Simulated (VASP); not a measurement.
# BaAl2B4 (Cmmm) in VASP: a series of runs

The runs below take BaAl2B4 through relaxation of cell and atoms, single point, with PBE.

Program: VASP 6.6.1. These are calculated values, not measurements. Logs are shortened: lines on timing, memory, paths and dates and some standing lists are left out, and cuts for length are marked.

### 1 The cell of the first run

The structure is orthorhombic, space group Cmmm (No. 65). The conventional cell has a = 3.839 Å, b = 12.962 Å, c = 3.798 Å, α = 90.00°, β = 90.00°, γ = 90.00°. Ba (site symmetry mmm) has 8 Al at 2.94 Å and 10 B at 3.11 to 3.94 Å and 4 Ba at 3.80 to 3.84 Å within 4.0 Å. Al (site symmetry m2m) has 1 Al at 2.31 Å and 5 B at 2.32 to 2.87 Å and 4 Ba at 2.94 Å within 3.1 Å. Within 3.2 Å of B (site symmetry m2m) lie 3 Al at 2.32 to 2.87 Å and 8 B at 2.41 to 2.70 Å and 2 Ba at 3.11 Å. B (site symmetry m2m) has 2 Al at 2.35 Å and 8 B at 2.37 to 2.70 Å and 2 Ba at 3.19 Å within 3.2 Å.

The cell was built from a structure type or drawn by symmetry, and may not be a known phase.

### 2 Relaxation of cell and atoms, PBE

INCAR reads:

```
ALGO     = Normal         # electronic algorithm
EDIFF    = 1E-6           # SCF threshold, eV
EDIFFG   = -0.04          # ionic threshold
ENCUT    = 600            # plane-wave cutoff, eV
GGA      = PE             # functional
IBRION   = 2              # ionic algorithm
ISIF     = 3              # what is computed and relaxed
ISMEAR   = 0              # smearing method
LASPH    = True           # aspherical terms in the spheres
LCHARG   = False          # write CHGCAR
LREAL    = False          # projectors in reciprocal space
LWAVE    = False          # write WAVECAR
NELM     = 60             # most SCF steps
NSW      = 90             # ionic steps
PREC     = Accurate       # precision mode
SIGMA    = 0.1            # smearing width, eV
```

KPOINTS reads:

```
k-points
0
Gamma
  6 6 4
```

POSCAR reads:

```
BaAl2B4
1.0
    1.9196010100     -6.4810170400      0.0000000000
    1.9196010100      6.4810170400      0.0000000000
    0.0000000000      0.0000000000      3.7982354900
Ba Al B
1 2 4
Direct
    0.0000000000      0.0000000000      0.0000000000
    0.5892710100      0.4107289900      0.5000000000
    0.4107289900      0.5892710100      0.5000000000
    0.8103389900      0.1896610100      0.5000000000
    0.1896610100      0.8103389900      0.5000000000
    0.6961080000      0.3038920000      0.0000000000
    0.3038920000      0.6961080000      0.0000000000
```

Potentials or basis: VASP PAW PBE potentials, release 64 (Ba_sv, Al, B).

Command:

```sh
cat potpaw_PBE.64/Ba_sv/POTCAR potpaw_PBE.64/Al/POTCAR potpaw_PBE.64/B/POTCAR > POTCAR
mpirun -np 1 vasp_std > vasp.out
```

OUTCAR:

```text
EDIFF = 1E-6
   EDIFFG = -0.04
   ENCUT = 600
   GGA = PE
   IBRION = 2
   ISIF = 3
   ISMEAR = 0
   LASPH = True
   LREAL = False
   NELM = 60
   NSW = 90
   PREC = Accurate

 ion  position               nearest neighbor table
   1  0.000  0.000  0.000-   2 2.94   2 2.94   3 2.94   3 2.94   2 2.94   2 2.94   3 2.94   3 2.94
                             4 3.11   5 3.11   4 3.11   5 3.11   6 3.19   7 3.19   7 3.19   6 3.19
   2  0.589  0.411  0.500-   3 2.31   5 2.32   5 2.32   6 2.35   6 2.35   1 2.94   1 2.94   1 2.94
                             1 2.94
   3  0.411  0.589  0.500-   2 2.31   4 2.32   4 2.32   7 2.35   7 2.35   1 2.94   1 2.94   1 2.94
                             1 2.94
   4  0.810  0.190  0.500-   3 2.32   3 2.32   1 3.11   1 3.11
   5  0.190  0.810  0.500-   2 2.32   2 2.32   1 3.11   1 3.11
   6  0.696  0.304  0.000-   2 2.35   2 2.35   1 3.19   1 3.19
   7  0.304  0.696  0.000-   3 2.35   3 2.35   1 3.19   1 3.19

  LATTYP: Found a base centered orthorhombic cell.
 ALAT       =     3.8392020200
 B/A-ratio  =     3.3762313138
 C/A-ratio  =     0.9893294154

  Lattice vectors:

 A1 = (   1.9196010100,  -6.4810170400,   0.0000000000)
 A2 = (   1.9196010100,   6.4810170400,   0.0000000000)
 A3 = (   0.0000000000,   0.0000000000,   3.7982354900)

Analysis of symmetry for initial positions (statically):
=====================================================================
 Subroutine PRICEL returns:
 Original cell was already a primitive cell.

 Routine SETGRP: Setting up the symmetry group for a
 base centered orthorhombic supercell.

 Subroutine GETGRP returns: Found  8 space group operations
 (whereof  8 operations were pure point group operations)
 out of a pool of  8 trial point group operations.

The static configuration has the point symmetry D_2h.

Analysis of symmetry for dynamics (positions and initial velocities):
=====================================================================
 Subroutine PRICEL returns:
 Original cell was already a primitive cell.

 Routine SETGRP: Setting up the symmetry group for a
 base centered orthorhombic supercell.

 Subroutine GETGRP returns: Found  8 space group operations
 (whereof  8 operations were pure point group operations)
 out of a pool of  8 trial point group operations.

The dynamic configuration has the point symmetry D_2h.

 Subroutine INISYM returns: Found  8 space group operations
 (whereof  8 operations are pure point group operations),
 and found     1 'primitive' translations

----------------------------------------------------------------------------------------

                                     Primitive cell

  volume of cell :      94.5074

  direct lattice vectors                    reciprocal lattice vectors
     1.919601010 -6.481017040  0.000000000     0.260470794 -0.077148385  0.000000000
     1.919601010  6.481017040  0.000000000     0.260470794  0.077148385  0.000000000
     0.000000000  0.000000000  3.798235490     0.000000000  0.000000000  0.263280147

  length of vectors
     6.759323184  6.759323184  3.798235490     0.271655863  0.271655863  0.263280147

  position of ions in fractional coordinates (direct lattice)
     0.000000000  0.000000000  0.000000000
     0.589271010  0.410728990  0.500000000
     0.410728990  0.589271010  0.500000000
     0.810338990  0.189661010  0.500000000
     0.189661010  0.810338990  0.500000000
     0.696108000  0.303892000  0.000000000
     0.303892000  0.696108000  0.000000000

  ion indices of the primitive-cell ions
   primitive index   ion index
                 1           1
                 2           2
                 3           3
                 4           4
                 5           5
                 6           6
                 7           7

----------------------------------------------------------------------------------------

 KPOINTS: k-points

Automatic generation of k-mesh.
 Grid dimensions read from file:
 generate k-points for:    6    6    4

 Generating k-lattice:

  Cartesian coordinates                     Fractional coordinates (reciprocal lattice)
     0.043411799 -0.012858064  0.000000000     0.166666667 -0.000000000  0.000000000
     0.043411799  0.012858064  0.000000000    -0.000000000  0.166666667  0.000000000
     0.000000000  0.000000000  0.065820037     0.000000000  0.000000000  0.250000000

  Length of vectors
     0.045275977  0.045275977  0.065820037

  Shift w.r.t. Gamma in fractional coordinates (k-lattice)
     0.000000000  0.000000000  0.000000000

 Subroutine IBZKPT returns following result:
 ===========================================

 Found     39 irreducible k-points:

 Following reciprocal coordinates:
            Coordinates               Weight
  0.000000  0.000000  0.000000      1.000000
  0.166667  0.000000  0.000000      4.000000
  0.333333 -0.000000  0.000000      4.000000
  0.500000 -0.000000  0.000000      2.000000
  0.166667  0.166667  0.000000      2.000000
  0.333333  0.166667  0.000000      4.000000
[... 16 lines left out ...]
  0.333333  0.333333  0.250000      4.000000
  0.500000  0.333333  0.250000      8.000000
 [... further k-points ...]
   k-points           NKPTS =     39   k-points in BZ     NKDIM =     39   number of bands    NBANDS=     18
   number of dos      NEDOS =    301   number of ions     NIONS =      7
   total plane-waves  NPLWV =  87480
   dimension x,y,z NGX =    54 NGY =   54 NGZ =   30
   dimension x,y,z NGXF=   108 NGYF=  108 NGZF=   60
   ions per type =               1   2   4
   NGX,Y,Z   is equivalent  to a cutoff of  13.28, 13.28, 13.13 a.u.
   NGXF,Y,Z  is equivalent  to a cutoff of  26.56, 26.56, 26.26 a.u.
 SYSTEM =  unknown system
   PREC   = accura    normal or accurate (medium, high low for compatibility)
   ISTART =      0    job   : 0-new  1-cont  2-samecut
   ICHARG =      2    charge: 1-file 2-atom 10-const
   ISPIN  =      1    spin polarized calculation?
   LNONCOLLINEAR =      F non collinear calculations
   LSORBIT =      F    spin-orbit coupling
   LASPH  =      T    aspherical Exc in radial PAW
   ENCUT  =  600.0 eV  44.10 Ry    6.64 a.u.  13.50 13.50  7.59*2*pi/ulx,y,z
   NELM   =     60;   NELMIN=  2; NELMDL= -5     # of ELM steps
   EDIFF  = 0.1E-05   stopping-criterion for ELM
   LREAL  =      F    real-space projection
   EDIFFG = -.4E-01   stopping-criterion for IOM
   NSW    =     90    number of steps for IOM
   IBRION =      2    ionic relax: 0-MD 1-quasi-New 2-CG
   NFREE  =      1    steps in history (QN), initial steepest desc. (CG)
   ISIF   =      3    stress and relaxation
   ISYM   =      2    0-nonsym 1-usesym 2-fastsym
   POTIM  = 0.5000    time-step for ionic-motion
   TEBEG  =    0.0;   TEEND  =   0.0 temperature during run
   PSTRESS=    0.0 pullay stress
   NELECT =      28.0000    total number of electrons
   NUPDOWN=      -1.0000    fix difference up-down
   EMIN   =  10.00;   EMAX   =-10.00  energy-range for DOS
   EFERMI =   0.00;   METHOD = LEGACY
   ISMEAR =     0;   SIGMA  =   0.10  broadening in eV -4-tet -1-fermi 0-gaus
   EFERMI_NEDOS =   21; number of points for ismear=-14 and -15
   IALGO  =     38    algorithm
   IMIX   =      4    mixing-type and parameters
     AMIX     =   0.40;   BMIX     =  1.00
     AMIX_MAG =   1.60;   BMIX_MAG =  1.00
  volume/ion in A,a.u.               =      13.50        91.11
  Fermi-wavevector in a.u.,A,eV,Ry     =   1.091370  2.062391 16.205754  1.191089
  Thomas-Fermi vector in A             =   2.227614
   LORBIT       =      0    0 simple, 1 ext, 2 COOP (PROOUT), +10 PAW based schemes
   GGA     = PE    functional components
   LHFCALC =     F    Hartree Fock is set to
   AEXX    =    0.0000 exact exchange contribution
   IVDW    =     0    specifies the selected vdW correction
   LEPSILON=     F    determine dielectric tensor
   LRPA    =     F    only Hartree local field effects (RPA)
 conjugate gradient relaxation of ions
 non-spin polarized calculation
 Gauss-broadening in eV      SIGMA  =   0.10
  energy-cutoff  :      600.00
  volume of cell :       94.51
 maximum number of plane-waves:      3178
   NGX = 27   NGY = 27   NGZ = 15

--------------------------------------- Ionic step        1  -------------------------------------------

 number of electron      27.9999999 magnetization

 Free energy of the ion-electron system (eV)
  ---------------------------------------------------
  ext. energy  EPLUGINS =         0.00000000
  ---------------------------------------------------
  free energy    TOTEN  =       -26.97984892 eV

  energy without entropy =      -26.96982316  energy(sigma->0) =      -26.97483604

------------------------ aborting loop because EDIFF is reached ----------------------------------------

  FORCE on cell =-STRESS in cart. coord.  units (eV):
  Direction    XX          YY          ZZ          XY          YZ          ZX
  --------------------------------------------------------------------------------------
  -------------------------------------------------------------------------------------
  Total        4.3702231     -2.4820065      4.0071331     -0.0000000      0.0000000      0.0000000
  in kB       74.0880513    -42.0772627     67.9326154     -0.0000000      0.0000000      0.0000000
  external PRESSURE =      33.3144680 kB  Pullay stress =       0.0000000 kB
[... 104 lines left out ...]
  FREE ENERGIE OF THE ION-ELECTRON SYSTEM (eV)
  ---------------------------------------------------
  free  energy   TOTEN  =       -30.1166137395 eV

  energy  without entropy=      -30.1082941835  energy(sigma->0) =      -30.11245396

[... ionic steps 4 to 29 ...]

--------------------------------------- Ionic step       30  -------------------------------------------

 number of electron      28.0000000 magnetization

 E-fermi :   5.3170     XC(G=0):  -9.9806

 val. band max:        5.3155688077   @ k =  -0.3333   0.3333   0.0000
 cond. band min:       5.3206095754   @ k =   0.3333   0.3333   0.2500
 fundamental gap:      0.0050407678
 Fermi energy:         5.3170302750

 k-point     1 :       0.0000    0.0000    0.0000
  band No.  band energies     occupation
      1     -23.1232      2.00000
      2      -8.6359      2.00000
      3      -8.2178      2.00000
      4      -7.6540      2.00000
      5      -6.5817      2.00000
      6      -3.7975      2.00000
[... 10 lines left out ...]
     17       7.0200      0.00000
     18       8.1176      0.00000
[... 466 lines left out ...]
      2      -8.5970      2.00000
      3      -8.3580      2.00000
      4      -8.0140      2.00000
      5      -6.4134      2.00000
      6      -3.9515      2.00000
[... 10 lines left out ...]
     17       7.1262      0.00000
     18       8.1466      0.00000

 [... further k-points ...]

------------------------ aborting loop because EDIFF is reached ----------------------------------------

  FORCE on cell =-STRESS in cart. coord.  units (eV):
  Direction    XX          YY          ZZ          XY          YZ          ZX
  --------------------------------------------------------------------------------------
  -------------------------------------------------------------------------------------
  Total        0.0467249     -0.2943124     -0.1591759      0.0000000      0.0000000      0.0000000
  in kB        0.7037988     -4.4331152     -2.3976057      0.0000000      0.0000000      0.0000000
  external PRESSURE =      -2.0423074 kB  Pullay stress =       0.0000000 kB
[... 67 lines left out ...]
  energy  without entropy=      -34.6491418682  energy(sigma->0) =      -34.65692685

--------------------------------------- Ionic step       32  -------------------------------------------

 number of electron      28.0000000 magnetization

 Free energy of the ion-electron system (eV)
  ---------------------------------------------------
  ext. energy  EPLUGINS =         0.00000000
  ---------------------------------------------------
  free energy    TOTEN  =       -34.66479207 eV

  energy without entropy =      -34.64911058  energy(sigma->0) =      -34.65695132

 E-fermi :   5.3550     XC(G=0): -10.0106

 val. band max:        5.3537270214   @ k =  -0.3333   0.3333   0.0000
 cond. band min:       5.3706380328   @ k =   0.1667   0.1667   0.0000
 fundamental gap:      0.0169110114
 Fermi energy:         5.3549622488

 k-point     1 :       0.0000    0.0000    0.0000
  band No.  band energies     occupation
      1     -23.0619      2.00000
      2      -8.5802      2.00000
      3      -8.1614      2.00000
      4      -7.6301      2.00000
      5      -6.5080      2.00000
      6      -3.6933      2.00000
[... 10 lines left out ...]
     17       7.0153      0.00000
     18       8.1921      0.00000
[... 466 lines left out ...]
      2      -8.5374      2.00000
      3      -8.3029      2.00000
      4      -7.9578      2.00000
      5      -6.3781      2.00000
      6      -3.8591      2.00000
[... 10 lines left out ...]
     17       7.1557      0.00000
     18       8.2153      0.00000

 [... further k-points ...]

------------------------ aborting loop because EDIFF is reached ----------------------------------------

  FORCE on cell =-STRESS in cart. coord.  units (eV):
  Direction    XX          YY          ZZ          XY          YZ          ZX
  --------------------------------------------------------------------------------------
  -------------------------------------------------------------------------------------
  Total        0.1403460     -0.1593317      0.1468711      0.0000000      0.0000000      0.0000000
  in kB        2.1287339     -2.4167051      2.2277055      0.0000000      0.0000000      0.0000000
  external PRESSURE =       0.6465781 kB  Pullay stress =       0.0000000 kB
[... 22 lines left out ...]
  FREE ENERGIE OF THE ION-ELECTRON SYSTEM (eV)
  ---------------------------------------------------
  free  energy   TOTEN  =       -34.6647920669 eV

  energy  without entropy=      -34.6491105758  energy(sigma->0) =      -34.65695132

 reached required accuracy - stopping structural energy minimisation
```

Wall time 23 min (1 thread of AMD EPYC 9R45 (Zen 5), shared host); peak memory 0.34 GiB.

Results:

```yaml
Free_energy: -34.6648 eV
Relaxed_volume: 15.09 Å³/atom
Relaxed_cell: a = 7.717 Å, b = 7.717 Å, c = 3.147 Å, α = 90.00°, β = 90.00°, γ = 145.68°
Space_group_after_relaxing_to_0.1_Å: Cmmm (No. 65)
Energy_gained_by_relaxing: 1097.8 meV/atom
Ionic_steps: 32
Pressure_after_relaxing: 0.1 GPa
Largest_force_after_relaxing: 0.032 eV/Å
Band_gap_on_the_k_mesh: zero (bands 14 and 15 overlap by 1.58 eV)
```

Forces on the atoms (eV/Å):
```
Ba   0.000  0.000  0.000
Al   0.000  0.028  0.000
Al   0.000 -0.028  0.000
B    0.000  0.032  0.000
B    0.000 -0.032  0.000
B    0.000  0.000  0.000
B    0.000  0.000  0.000
```

Step by step:
```
step  energy change (eV)  largest force (eV/Å)  pressure (GPa)  volume (Å³)
   1              0.0000                5.2219            3.33        94.51
   2             -2.3227                1.8895           -1.33        98.33
   3             -3.1368                1.4033           -1.34       101.68
   4             -3.1407                1.3865           -1.05       102.02
   5             -3.6957                1.5778           -0.61       101.12
   6             -3.7349                6.1719           11.44        96.55
   7             -4.2858                3.0808            3.32        99.12
   8             -4.5083                2.8929            2.77        99.31
   9             -5.1378                2.3625            1.66        99.67
  10             -6.1235                1.8901            6.53        99.38
  11             -6.1296                1.8884            5.60        99.46
  12             -6.2906                1.2074            2.48       101.28
  13             -6.3610                0.5805           -1.52       104.06
  14             -6.3621                0.5202           -1.13       103.76
  15             -6.3980                0.5754           -0.60       103.42
  16             -6.4580                0.7165            1.06       102.37
  17             -6.4617                0.7546            1.64       102.03
  18             -6.4917                0.7381            1.60       102.17
  19             -6.5813                0.7031            1.50       102.58
  20             -6.7618                0.8128            1.29       103.40
  21             -7.1028                0.9169            1.03       105.04
  22             -7.3812                0.6388            1.20       108.25
  23             -7.4960                0.5374           -0.47       109.70
  24             -7.5345                0.4918           -1.97       111.20
  25             -7.5927                0.3158           -0.93       109.52
  26             -7.6377                0.2663            0.99       106.80
  27             -7.6392                0.2902            1.45       106.21
  28             -7.6713                0.2552            0.15       106.56
  29             -7.6738                0.2425           -0.30       106.69
  30             -7.6794                0.1750           -0.20       106.37
  31             -7.6849                0.0435            0.10       105.54
  32             -7.6849                0.0320            0.06       105.63
```

Final structure:
```yaml
crystal:
  lattice:
    - [2.27649, -7.37315, 0.00000]
    - [2.27649, 7.37315, 0.00000]
    - [0.00000, 0.00000, 3.14659]
  atoms:
    - { symbol: Ba, position: [0.00000, 0.00000, 0.00000] }
    - { symbol: Al, position: [0.67300, 0.32700, 0.50000] }
    - { symbol: Al, position: [0.32700, 0.67300, 0.50000] }
    - { symbol: B, position: [0.82716, 0.17284, 0.50000] }
    - { symbol: B, position: [0.17284, 0.82716, 0.50000] }
    - { symbol: B, position: [0.78924, 0.21076, 0.00000] }
    - { symbol: B, position: [0.21076, 0.78924, 0.00000] }
```

Caveat: the k points lie up to 0.50 Å⁻¹ apart in the final cell, too coarse for converged energies and pressures of a metal; a cell axis changed by over 15 % at a fixed basis, so the end point is rough; spin-orbit coupling is left out, which moves the levels of the heavy elements.

(Part 1 of 2 ends here.)
